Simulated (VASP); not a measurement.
Write the native input for VASP 6.6.1 that does the following.

```
Task                   : single point
Functional             : PBE
Potentials or basis    : VASP PAW PBE potentials, release 64 (Al, H)
Cutoff                 : 520 eV
k mesh                 : 2 × 2 × 2
Occupations            : gaussian, width 0.05 eV
Spin                   : no spin polarisation
Dipole correction      : no
Further INCAR settings : LREAL = Auto; ALGO = Normal; EDIFF = 1e-06; NBANDS = 70
```

The structure of Al32H (a cell with a defect) lies in POSCAR:

```
Al32H
1.0
    8.1000000000      0.0000000000      0.0000000000
    0.0000000000      8.1000000000      0.0000000000
    0.0000000000      0.0000000000      8.1000000000
Al H
32 1
Direct
    0.4975065432     -0.0022281481      0.0004885185
    0.7489533333      0.2497527160      0.0024287654
    0.7516740741     -0.0015944444      0.2483344444
   -0.0026762963      0.0000754321      0.0026804938
    0.2515229630      0.2487097531      0.0015433333
    0.4977883951      0.4982579012     -0.0007453086
    0.7475823457      0.7528296296      0.0031220988
    0.2504720988     -0.0022293827      0.2474940741
    0.4989772840      0.2495543210      0.2489716049
    0.7429309877      0.4979020988      0.2570412346
    0.4983322222     -0.0015945679      0.5016495062
    0.7510313580      0.2495486420      0.5010177778
    0.7525002469     -0.0022281481      0.7494988889
   -0.0246813580      0.5028529630      0.0247827160
    0.2504541975      0.7516764198      0.0004846914
   -0.0024029630      0.2497250617      0.2510537037
    0.2492649383      0.4982628395      0.2478200000
    0.4981054321      0.7513503704      0.2480980247
   -0.0004629630     -0.0022312346      0.5024961728
    0.2524133333      0.2497303704      0.4989370370
    0.5070738272      0.4979019753      0.4929525926
    0.7518993827      0.7513537037      0.5018890123
    0.2526776543      0.0000749383      0.7473032099
    0.5010514815      0.2497512346      0.7475569136
    0.7522138272      0.4982560494      0.7507329630
   -0.0031034568      0.7528492593      0.2524423457
    0.0007381481      0.4982628395      0.5021676543
    0.2531124691      0.7528479012      0.4975498765
   -0.0015159259      0.2487127160      0.7484461728
    0.2746917284      0.5028553086      0.7252182716
    0.5024265432      0.7528308642      0.7468667901
   -0.0004480247      0.7516777778      0.7495033333
    0.1249560494      0.4671204938      0.8749529630
```

These files were run (other wordings do the same):

INCAR

```
SYSTEM = Al32H
ALGO = Normal
EDIFF = 1E-6
ENCUT = 520
GGA = PE
ISIF = 2
ISMEAR = 0
LASPH = .TRUE.
LCHARG = .FALSE.
LREAL = Auto
LWAVE = .FALSE.
NBANDS = 70
NELM = 80
PREC = Accurate
SIGMA = 0.05
```

KPOINTS

```
k-points
0
G
  2 2 2
  0 0 0
```

Potentials or basis: VASP PAW PBE potentials, release 64 (Al, H).

Command:

```bash
$ cat potpaw_PBE.64/Al/POTCAR potpaw_PBE.64/H/POTCAR > POTCAR
$ mpirun -np 1 vasp_std > vasp.out
```

Results of the run:

```
Pressure               : 1.1 GPa
Largest force          : 0.375 eV/Å
Band gap on the k mesh : zero (an odd number of electrons rules out a gap without spin polarisation)
```

Caveat: the k points lie up to 0.39 Å⁻¹ apart, too coarse for converged energies and pressures of a metal.

Run time: 3.2 min on 1 thread of Intel(R) Xeon(R) 6975P-C (Granite Rapids), on a shared host, peak memory 0.55 GiB.
